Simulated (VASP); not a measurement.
# KTaO3 (b) (P4/mmm) in VASP: further runs

The runs below take KTaO3 (b) through single point, with PBEsol.

Everything below comes from runs of VASP 6.6.1. Logs are shortened: lines on timing, memory, paths and dates and some standing lists are left out, and cuts for length are marked.

### 1 The cell of the first run

Symmetry: P4/mmm, No. 123, tetragonal system. The conventional cell has a = 4.130 Å, b = 4.130 Å, c = 3.819 Å, α = 90.00°, β = 90.00°, γ = 90.00°. Within 3.7 Å of K (site symmetry 4/mmm) lie 12 O at 2.81 to 2.92 Å and 8 Ta at 3.49 Å. Ta (site symmetry 4/mmm) has 6 O at 1.91 to 2.06 Å within 2.5 Å. O (site symmetry 4/mmm) has 2 Ta at 1.91 Å within 2.5 Å. Within 2.7 Å of O (site symmetry mmm) lie 2 Ta at 2.06 Å.

### 2 Single point, PBEsol

File INCAR:

```
SYSTEM = KTaO3
PREC = Accurate
ENCUT = 600
EDIFF = 1E-6
ISMEAR = 0
SIGMA = 0.1
LREAL = .FALSE.
LASPH = .TRUE.
NELM = 120
ALGO = Normal
ISIF = 2
LWAVE = .FALSE.
LCHARG = .FALSE.
GGA = PS
NBANDS = 27
GGA_COMPAT = .FALSE.
```

File KPOINTS:

```
regular mesh
0
G
  4 4 6
  0 0 0
```

File POSCAR:

```
KTaO3
1.0
    4.1298509695      0.0000000000      0.0000000000
    0.0000000000      4.1298509695      0.0000000000
    0.0000000000      0.0000000000      3.8185013787
K Ta O
1 1 3
Direct
    0.0000000000      0.0000000000      0.0000000000
    0.5000000000      0.5000000000      0.5000000000
    0.5000000000      0.5000000000      0.0000000000
    0.5000000000      0.0000000000      0.5000000000
    0.0000000000      0.5000000000      0.5000000000
```

Potentials or basis: VASP PAW PBE potentials, release 64 (K_sv, Ta_pv, O).

Started as:

```sh
cat potpaw_PBE.64/K_sv/POTCAR potpaw_PBE.64/Ta_pv/POTCAR potpaw_PBE.64/O/POTCAR > POTCAR
mpirun -np 1 vasp_std > vasp.out
```

OUTCAR:

```text
SYSTEM = KTaO3
   PREC = Accurate
   ENCUT = 600
   EDIFF = 1E-6
   ISMEAR = 0
   LREAL = .FALSE.
   LASPH = .TRUE.
   NELM = 120
   ISIF = 2
   GGA = PS

 ion  position               nearest neighbor table
   1  0.000  0.000  0.000-   4 2.81   5 2.81   4 2.81   5 2.81   5 2.81   5 2.81   4 2.81   4 2.81
                             2 3.49   2 3.49   2 3.49   2 3.49   2 3.49   2 3.49   2 3.49   2 3.49
   2  0.500  0.500  0.500-   3 1.91   3 1.91   5 2.06   4 2.06   4 2.06   5 2.06   1 3.49   1 3.49
                             1 3.49   1 3.49   1 3.49   1 3.49   1 3.49   1 3.49
   3  0.500  0.500  0.000-   2 1.91   2 1.91
   4  0.500  0.000  0.500-   2 2.06   2 2.06   1 2.81   1 2.81   1 2.81   1 2.81
   5  0.000  0.500  0.500-   2 2.06   2 2.06   1 2.81   1 2.81   1 2.81   1 2.81

  LATTYP: Found a simple tetragonal cell.
 ALAT       =     4.1298509695
 C/A-ratio  =     0.9246099694

  Lattice vectors:

 A1 = (   4.1298509695,   0.0000000000,   0.0000000000)
 A2 = (   0.0000000000,   4.1298509695,   0.0000000000)
 A3 = (   0.0000000000,   0.0000000000,   3.8185013787)

Analysis of symmetry for initial positions (statically):
=====================================================================
 Subroutine PRICEL returns:
 Original cell was already a primitive cell.

 Routine SETGRP: Setting up the symmetry group for a
 simple tetragonal supercell.

 Subroutine GETGRP returns: Found 16 space group operations
 (whereof 16 operations were pure point group operations)
 out of a pool of 16 trial point group operations.

The static configuration has the point symmetry D_4h.

Analysis of symmetry for dynamics (positions and initial velocities):
=====================================================================
 Subroutine PRICEL returns:
 Original cell was already a primitive cell.

 Routine SETGRP: Setting up the symmetry group for a
 simple tetragonal supercell.

 Subroutine GETGRP returns: Found 16 space group operations
 (whereof 16 operations were pure point group operations)
 out of a pool of 16 trial point group operations.

The dynamic configuration has the point symmetry D_4h.

 Subroutine INISYM returns: Found 16 space group operations
 (whereof 16 operations are pure point group operations),
 and found     1 'primitive' translations

----------------------------------------------------------------------------------------

                                     Primitive cell

  volume of cell :      65.1271

  direct lattice vectors                    reciprocal lattice vectors
     4.129850969  0.000000000  0.000000000     0.242139488  0.000000000  0.000000000
     0.000000000  4.129850969  0.000000000     0.000000000  0.242139488  0.000000000
     0.000000000  0.000000000  3.818501379     0.000000000  0.000000000  0.261882844

  length of vectors
     4.129850969  4.129850969  3.818501379     0.242139488  0.242139488  0.261882844

  position of ions in fractional coordinates (direct lattice)
     0.000000000  0.000000000  0.000000000
     0.500000000  0.500000000  0.500000000
     0.500000000  0.500000000  0.000000000
     0.500000000  0.000000000  0.500000000
     0.000000000  0.500000000  0.500000000

  ion indices of the primitive-cell ions
   primitive index   ion index
                 1           1
                 2           2
                 3           3
                 4           4
                 5           5

----------------------------------------------------------------------------------------

 KPOINTS: regular mesh

Automatic generation of k-mesh.
 Grid dimensions read from file:
 generate k-points for:    4    4    6

 Generating k-lattice:

  Cartesian coordinates                     Fractional coordinates (reciprocal lattice)
     0.060534872  0.000000000  0.000000000     0.250000000  0.000000000  0.000000000
     0.000000000  0.060534872  0.000000000     0.000000000  0.250000000  0.000000000
     0.000000000  0.000000000  0.043647141     0.000000000  0.000000000  0.166666667

  Length of vectors
     0.060534872  0.060534872  0.043647141

  Shift w.r.t. Gamma in fractional coordinates (k-lattice)
     0.000000000  0.000000000  0.000000000

 Subroutine IBZKPT returns following result:
 ===========================================

 Found     24 irreducible k-points:

 Following reciprocal coordinates:
            Coordinates               Weight
  0.000000  0.000000  0.000000      1.000000
  0.250000  0.000000  0.000000      4.000000
  0.500000  0.000000  0.000000      2.000000
  0.250000  0.250000  0.000000      4.000000
  0.500000  0.250000  0.000000      4.000000
  0.500000  0.500000  0.000000      1.000000
[... 16 lines left out ...]
  0.500000  0.250000  0.500000      4.000000
  0.500000  0.500000  0.500000      1.000000
   k-points           NKPTS =     24   k-points in BZ     NKDIM =     24   number of bands    NBANDS=     27
   number of dos      NEDOS =    301   number of ions     NIONS =      5
   total plane-waves  NPLWV =  41472
   dimension x,y,z NGX =    36 NGY =   36 NGZ =   32
   dimension x,y,z NGXF=    72 NGYF=   72 NGZF=   64
   ions per type =               1   1   3
   NGX,Y,Z   is equivalent  to a cutoff of  14.49, 14.49, 13.93 a.u.
   NGXF,Y,Z  is equivalent  to a cutoff of  28.98, 28.98, 27.86 a.u.
 SYSTEM =  KTaO3
   PREC   = accura    normal or accurate (medium, high low for compatibility)
   ISTART =      0    job   : 0-new  1-cont  2-samecut
   ICHARG =      2    charge: 1-file 2-atom 10-const
   ISPIN  =      1    spin polarized calculation?
   LNONCOLLINEAR =      F non collinear calculations
   LSORBIT =      F    spin-orbit coupling
   LASPH  =      T    aspherical Exc in radial PAW
   ENCUT  =  600.0 eV  44.10 Ry    6.64 a.u.   8.25  8.25  7.63*2*pi/ulx,y,z
   NELM   =    120;   NELMIN=  2; NELMDL= -5     # of ELM steps
   EDIFF  = 0.1E-05   stopping-criterion for ELM
   LREAL  =      F    real-space projection
[... 7 lines left out ...]
   TEBEG  =    0.0;   TEEND  =   0.0 temperature during run
   PSTRESS=    0.0 pullay stress
   NELECT =      38.0000    total number of electrons
   NUPDOWN=      -1.0000    fix difference up-down
   EMIN   =  10.00;   EMAX   =-10.00  energy-range for DOS
   EFERMI =   0.00;   METHOD = LEGACY
   ISMEAR =     0;   SIGMA  =   0.10  broadening in eV -4-tet -1-fermi 0-gaus
   EFERMI_NEDOS =   21; number of points for ismear=-14 and -15
   IALGO  =     38    algorithm
   IMIX   =      4    mixing-type and parameters
     AMIX     =   0.40;   BMIX     =  1.00
     AMIX_MAG =   1.60;   BMIX_MAG =  1.00
  volume/ion in A,a.u.               =      13.03        87.90
  Fermi-wavevector in a.u.,A,eV,Ry     =   1.367987  2.585122 25.461804  1.871390
  Thomas-Fermi vector in A             =   2.493991
   LORBIT       =      0    0 simple, 1 ext, 2 COOP (PROOUT), +10 PAW based schemes
   GGA     = PS    functional components
   LHFCALC =     F    Hartree Fock is set to
   AEXX    =    0.0000 exact exchange contribution
   IVDW    =     0    specifies the selected vdW correction
   LEPSILON=     F    determine dielectric tensor
   LRPA    =     F    only Hartree local field effects (RPA)
 non-spin polarized calculation
 Gauss-broadening in eV      SIGMA  =   0.10
  energy-cutoff  :      600.00
  volume of cell :       65.13
 maximum number of plane-waves:      2196
 NGX is ok and might be reduce to    36
   NGX = 17   NGY = 17   NGZ = 15

 number of electron      37.9999999 magnetization

 Free energy of the ion-electron system (eV)
  ---------------------------------------------------
  ext. energy  EPLUGINS =         0.00000000
  ---------------------------------------------------
  free energy    TOTEN  =       -42.58162029 eV

  energy without entropy =      -42.58162029  energy(sigma->0) =      -42.58162029

 E-fermi :   2.1084     XC(G=0): -10.9990

 val. band max:        1.5540330711   @ k =   0.5000   0.5000   0.5000
 cond. band min:       3.4238812541   @ k =   0.0000   0.0000   0.0000
 fundamental gap:      1.8698481830
 Fermi energy:         2.1084400767

 k-point     1 :       0.0000    0.0000    0.0000
  band No.  band energies     occupation
      1     -32.8214      2.00000
      2     -32.6729      2.00000
      3     -32.6729      2.00000
      4     -25.6334      2.00000
      5     -16.3753      2.00000
      6     -15.1653      2.00000
[... 19 lines left out ...]
     26       9.2407      0.00000
     27       9.6474      0.00000

 k-point     2 :       0.2500    0.0000    0.0000
  band No.  band energies     occupation
      1     -32.8204      2.00000
      2     -32.7012      2.00000
      3     -32.6718      2.00000
      4     -25.6227      2.00000
      5     -16.3690      2.00000
      6     -15.0642      2.00000
[... 19 lines left out ...]
     26       9.8941      0.00000
     27      10.3845      0.00000

 k-point     3 :       0.5000    0.0000    0.0000
  band No.  band energies     occupation
      1     -32.8194      2.00000
      2     -32.7293      2.00000
      3     -32.6707      2.00000
      4     -25.6119      2.00000
      5     -16.3731      2.00000
      6     -15.0551      2.00000
[... 19 lines left out ...]
     26      10.6257      0.00000
     27      12.0936      0.00000

 k-point     4 :       0.2500    0.2500    0.0000
  band No.  band energies     occupation
      1     -32.8194      2.00000
      2     -32.7002      2.00000
      3     -32.6997      2.00000
      4     -25.6146      2.00000
      5     -16.3370      2.00000
      6     -14.7599      2.00000
[... 19 lines left out ...]
     26      10.3689      0.00000
     27      11.0314      0.00000
[... 516 lines left out ...]
      4     -25.5872      2.00000
      5     -14.8356      2.00000
      6     -14.6006      2.00000
[... 19 lines left out ...]
     26      11.7065      0.00000
     27      12.1530      0.00000

 k-point    23 :       0.5000    0.2500    0.5000
  band No.  band energies     occupation
      1     -32.9716      2.00000
      2     -32.7204      2.00000
      3     -32.6919      2.00000
      4     -25.5821      2.00000
      5     -14.6329      2.00000
      6     -14.5960      2.00000
[... 19 lines left out ...]
     26      11.4846      0.00000
     27      12.1768      0.00000

 k-point    24 :       0.5000    0.5000    0.5000
  band No.  band energies     occupation
      1     -32.9703      2.00000
      2     -32.7193      2.00000
      3     -32.7193      2.00000
      4     -25.5765      2.00000
      5     -14.5693      2.00000
      6     -14.1668      2.00000
[... 19 lines left out ...]
     26      11.7993      0.00000
     27      12.7356      0.00000

------------------------ aborting loop because EDIFF is reached ----------------------------------------

  FORCE on cell =-STRESS in cart. coord.  units (eV):
  Direction    XX          YY          ZZ          XY          YZ          ZX
  --------------------------------------------------------------------------------------
  -------------------------------------------------------------------------------------
  Total       -5.1558818     -5.1558818      7.1566592      0.0000000     -0.0000000      0.0000000
  in kB     -126.8387115   -126.8387115    176.0593956      0.0000000     -0.0000000      0.0000000
  external PRESSURE =     -25.8726758 kB  Pullay stress =       0.0000000 kB

 VOLUME and BASIS-vectors are now :
 -----------------------------------------------------------------------------
  energy-cutoff  :      600.00
  volume of cell :       65.13
      direct lattice vectors                 reciprocal lattice vectors
     4.129850969  0.000000000  0.000000000     0.242139488  0.000000000  0.000000000
     0.000000000  4.129850969  0.000000000     0.000000000  0.242139488  0.000000000
     0.000000000  0.000000000  3.818501379     0.000000000  0.000000000  0.261882844

 POSITION                                       TOTAL-FORCE (eV/Angst)
 -----------------------------------------------------------------------------------
      0.00000      0.00000      0.00000         0.000000      0.000000      0.000000
      2.06493      2.06493      1.90925         0.000000      0.000000      0.000000
      2.06493      2.06493      0.00000         0.000000      0.000000      0.000000
      2.06493      0.00000      1.90925         0.000000      0.000000      0.000000
      0.00000      2.06493      1.90925         0.000000      0.000000      0.000000
 -----------------------------------------------------------------------------------
    total drift:                                0.000000      0.000000      0.000000

  FREE ENERGIE OF THE ION-ELECTRON SYSTEM (eV)
  ---------------------------------------------------
  free  energy   TOTEN  =       -42.5816202934 eV

  energy  without entropy=      -42.5816202934  energy(sigma->0) =      -42.58162029
```

Wall time 86 s (1 thread of Intel Xeon 8259CL, shared host); peak memory 0.22 GiB.

Results:

```
Free energy            : -42.5816 eV
Pressure               : -2.6 GPa
Band gap on the k mesh : 1.87 eV, indirect (least direct gap 2.47 eV)
```

Caveat: the PAW data sets were made with another functional, which shifts forces and pressure a little; spin-orbit coupling is left out, which moves the levels of the heavy elements. A k mesh can miss the band edges.

(Part 1 of 2 ends here.)
